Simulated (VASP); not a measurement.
# SiC: single point with PBE

Crystal: SiC.

```
Si C
1.0
     3.08704    0.00000    0.00000
    -1.54352    2.67346    0.00000
     0.00000    0.00000    5.06642
Si C
2 2
Direct
  0.33333 0.66667 0.49959
  0.66667 0.33333 0.99959
  0.33333 0.66667 0.87541
  0.66667 0.33333 0.37541
```

```yaml
Program: VASP 6.6.1
Task: single point
Functional: PBE
Potentials_or_basis: VASP PAW PBE potentials, release 64 (Si, C)
Cutoff: 520 eV
k_mesh: 12 × 12 × 6
Occupations: gaussian, width 0.02 eV
Spin: no spin polarisation
```

* Pressure: 1.0 GPa
* Band gap on the k mesh: 2.29 eV, indirect (least direct gap 3.95 eV)

Levels at points of the mesh, in eV from the valence-band top:
| k point | band 5 | band 6 | band 7 | band 8 | band 9 | band 10 | band 11 | band 12 |
| --- | --- | --- | --- | --- | --- | --- | --- | --- |
| (0.00, 0.00, 0.00) | -1.31 | -0.11 | 0.00 | 0.00 | 4.71 | 6.09 | 6.60 | 6.60 |
| (0.50, 0.00, 0.00) | -5.39 | -3.30 | -3.25 | -1.19 | 2.76 | 4.21 | 6.80 | 7.09 |
| (0.00, 0.00, 0.50) | -0.71 | -0.71 | -0.71 | -0.71 | 5.80 | 5.80 | 7.29 | 7.29 |
| (0.50, 0.00, 0.50) | -2.43 | -2.43 | -2.32 | -2.32 | 3.26 | 3.26 | 5.21 | 5.21 |

Run time: 18 s on 1 thread of Intel(R) Xeon(R) 6975P-C (Granite Rapids), on a shared host, peak memory 0.17 GiB.

A k mesh can miss the band edges. PBE gaps usually lie below the measured ones, often by a third to a half.
